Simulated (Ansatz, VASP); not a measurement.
**H5CN in VASP and in Ansatz**

Contents of INCAR:

```
ALGO     = Normal         # electronic algorithm
EDIFF    = 1E-6           # SCF threshold, eV
EDIFFG   = -0.01          # ionic threshold
ENCUT    = 520            # plane-wave cutoff, eV
GGA      = PE             # functional
IBRION   = 2              # ionic algorithm
ISIF     = 2              # what is computed and relaxed
ISMEAR   = 0              # smearing method
ISYM     = 0            
IVDW     = 12             # dispersion correction
LASPH    = T              # aspherical terms in the spheres
LCHARG   = F              # write CHGCAR
LREAL    = F              # projectors in reciprocal space
LWAVE    = F              # write WAVECAR
NELM     = 100            # most SCF steps
NSW      = 100            # ionic steps
PREC     = Accurate       # precision mode
SIGMA    = 0.005          # smearing width, eV
```

File KPOINTS:

```
k-points
0
Gamma
  1 1 1
```

POSCAR

```
H5CN
1.0
   14.0000000000      0.0000000000      0.0000000000
    0.0000000000     14.5000000000      0.0000000000
    0.0000000000      0.0000000000     15.0000000000
C N H
1 1 5
Direct
    0.4522980949      0.5040112812      0.4821206315
    0.5513179911      0.4905897483      0.4621759086
    0.4090050754      0.4535017078      0.4443814742
    0.4300042286      0.5762338151      0.4607252730
    0.4365662387      0.4951814369      0.5556185258
    0.5693228229      0.4237661849      0.4853355282
    0.5909949246      0.5370151197      0.5018640604
```

Input for Ansatz:

```yaml
crystal:
  lattice:
    - [14.0, 0.0, 0.0]
    - [0.0, 14.5, 0.0]
    - [0.0, 0.0, 15.0]
  atoms:
    - { symbol: C, position: [0.4522980949, 0.5040112812, 0.4821206315] }
    - { symbol: "N", position: [0.5513179911, 0.4905897483, 0.4621759086] }
    - { symbol: H, position: [0.4090050754, 0.4535017078, 0.4443814742] }
    - { symbol: H, position: [0.4300042286, 0.5762338151, 0.460725273] }
    - { symbol: H, position: [0.4365662387, 0.4951814369, 0.5556185258] }
    - { symbol: H, position: [0.5693228229, 0.4237661849, 0.4853355282] }
    - { symbol: H, position: [0.5909949246, 0.5370151197, 0.5018640604] }
  symmetry: { detect: false }
basis:
  ecutwfc: 420
kpoints:
  mp_grid: { grid: [1, 1, 1] }
hamiltonian:
  xc: pbe
  dispersion: d3bj
scf:
  occupations: { method: gaussian, width: 0.005 }
output:
  forces: true
  eigenvalues: true
relax:
  adjacent_minimum: "off"
  f_tol: 0.01
  max_steps: 120
```

Alike in both runs: task relaxation of the atoms; functional PBE; dispersion D3(BJ); k mesh 1 × 1 × 1; occupations gaussian, width 0.005 eV; no spin polarisation.

|  | VASP | Ansatz |
| --- | --- | --- |
| version | VASP 6.6.1 | Ansatz 0.2.0 |
| potentials or method | VASP PAW PBE potentials, release 64 (C, N, H), cutoff 520 eV | scalar-relativistic, plane waves, PAW |
| valence electrons in the cell | 14 | 14 |

|  | VASP | Ansatz | Ansatz less VASP |
| --- | --- | --- | --- |
| gap on the k mesh at the Fermi level, each at its own relaxed structure (eV) | 4.75 | 4.78 | +0.024 |
